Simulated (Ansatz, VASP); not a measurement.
# Ge: VASP beside Ansatz

File INCAR:

```
PREC = Accurate
ENCUT = 600
EDIFF = 1E-6
ISMEAR = 0
SIGMA = 0.01
LREAL = False
LASPH = True
NELM = 60
ALGO = Normal
ISIF = 3
LWAVE = False
LCHARG = False
GGA = PS
IBRION = 2
NSW = 80
EDIFFG = -0.002
```

File KPOINTS:

```
regular mesh
0
Gamma
  12 12 12
```

The input POSCAR:

```
Ge
1.0
    0.0000000000      2.8289100000      2.8289100000
    2.8289100000      0.0000000000      2.8289100000
    2.8289100000      2.8289100000      0.0000000000
Ge
2
Direct
    0.5000000000      0.5000000000      0.5000000000
    0.7500000000      0.7500000000      0.7500000000
```

Input for Ansatz:

```yaml
crystal:
  lattice:
    - [0.0, 2.82891, 2.82891]
    - [2.82891, 0.0, 2.82891]
    - [2.82891, 2.82891, 0.0]
  atoms:
    - { symbol: Ge, position: [0.5, 0.5, 0.5] }
    - { symbol: Ge, position: [0.75, 0.75, 0.75] }
scf:
  occupations: { method: gaussian, width: 0.01 }
output:
  forces: true
  stress: true
  eigenvalues: true
  write_density: true
  write_potential: true
  elf: true
  volumetric_format: npy
kpoints:
  mp_grid: { grid: [12, 12, 12] }
hamiltonian:
  xc: pbesol
relax:
  f_tol: 0.002
  max_steps: 60
  cell: { stress_tol: 0.02 }
```

Alike in both runs: task relaxation of cell and atoms; functional PBEsol; k mesh 12 × 12 × 12; occupations gaussian, width 0.01 eV; no spin polarisation.

|  | VASP | Ansatz |
| --- | --- | --- |
| version | VASP 6.6.1 | Ansatz 0.2.0 |
| potentials or method | VASP PAW PBE potentials, release 64 (Ge_d) | scalar-relativistic, plane waves, PAW |
| plane-wave cutoff (eV) | 600 | 420 |
| valence electrons in the cell | 28 | 28 |

```csv
,VASP,Ansatz,Ansatz less VASP
"gap on the k mesh at the Fermi level, each at its own relaxed structure (eV)",none,none,-
relaxed volume (Å³/atom),22.86,22.85,-0.012
relaxed length of the cell vector where the two differ most in proportion (Å),4.014,4.013,-0.0007
```

VASP's potentials were made for PBE, not for PBEsol. A gap of «none» marks a metal or a gap that the smearing closes.
